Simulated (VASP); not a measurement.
**TaN: electric field gradients with PBEsol**

Crystal: TaN.

```
CELL_PARAMETERS angstrom
5.19600 -0.02598 -0.02598
-2.62050 4.51286 -0.00951
-0.01456 -0.01456 2.91100
ATOMIC_POSITIONS crystal
Ta 0.33333 0.66667 0.50000
Ta 0.66667 0.33333 0.50000
Ta 0.00000 0.00000 0.00000
N 0.39285 0.00000 0.00000
N 0.60715 0.60715 0.00000
N 0.00000 0.39285 0.00000
```

This cell differs from its parent crystal: equal xy, yz and zx shear strains of -1 %.

```
Program                : VASP 6.6.1
Task                   : electric field gradients
Functional             : PBEsol
Potentials or basis    : VASP PAW PBE potentials, release 64 (Ta_pv, N)
Cutoff                 : 520 eV
k mesh                 : 6 × 6 × 9
Occupations            : fermi-dirac, width 0.01 eV
Spin                   : no spin polarisation
Dipole correction      : no
Further INCAR settings : ALGO = Normal; EDIFF = 1e-08; NBANDS = 33
```

```
Pressure               : -2.9 GPa
Largest force          : 0.136 eV/Å
Band gap on the k mesh : zero (band 24 reaches 9.92 eV, above the bottom of band 25 at 6.84 eV)
```

Forces in eV/Å, atoms in the order of the input:
```
Ta   0.060  0.052  0.009
Ta  -0.059  0.050  0.002
Ta   0.002  0.136  0.000
N    0.025 -0.061 -0.046
N   -0.029 -0.112  0.054
N    0.002 -0.064 -0.019
```

Stress tensor (GPa, compression positive):
```
-2.29  1.97  1.94
 1.97 -2.29  1.94
 1.94  1.94 -4.00
```

Levels at points of the mesh, in eV from the Fermi level:
```csv
k point,band 21,band 22,band 23,band 24,band 25,band 26,band 27,band 28
"(0.00, 0.00, 0.00)",-4.22,-3.29,-1.90,-0.89,-0.89,0.58,0.59,1.86
"(0.50, 0.00, 0.00)",-3.91,-3.82,-2.77,-2.65,1.23,1.81,1.91,2.41
"(0.00, 0.50, 0.00)",-3.86,-3.84,-2.82,-2.62,1.21,1.79,1.94,2.39
"(0.50, 0.50, 0.00)",-3.85,-3.81,-2.87,-2.59,1.20,1.78,1.96,2.38
```

Electric field gradients, principal values (V/Å²):
| atom | least | middle | greatest (by size) |
| --- | --- | --- | --- |
| 1 Ta | 92.940 | 109.830 | -202.770 |
| 2 Ta | 92.970 | 109.804 | -202.774 |
| 3 Ta | -83.098 | -95.856 | 178.954 |
| 4 N | 4.208 | 10.279 | -14.488 |
| 5 N | 5.356 | 9.940 | -15.296 |
| 6 N | 3.129 | 10.510 | -13.638 |

Wall time 8.7 min on 1 thread of Intel(R) Xeon(R) Platinum 8259CL CPU @ 2.50GHz (Skylake/Cascade Lake), on a shared host, peak memory 0.39 GiB.

Caveat: the cell differs from its parent crystal (equal xy, yz and zx shear strains of -1 %); without QUAD_EFG the Cq values of the log hold for a quadrupole moment of 1 mb, not for the nuclei; the PAW data sets were made with another functional, which shifts forces and pressure a little; spin-orbit coupling is left out, which moves the levels of the heavy elements.
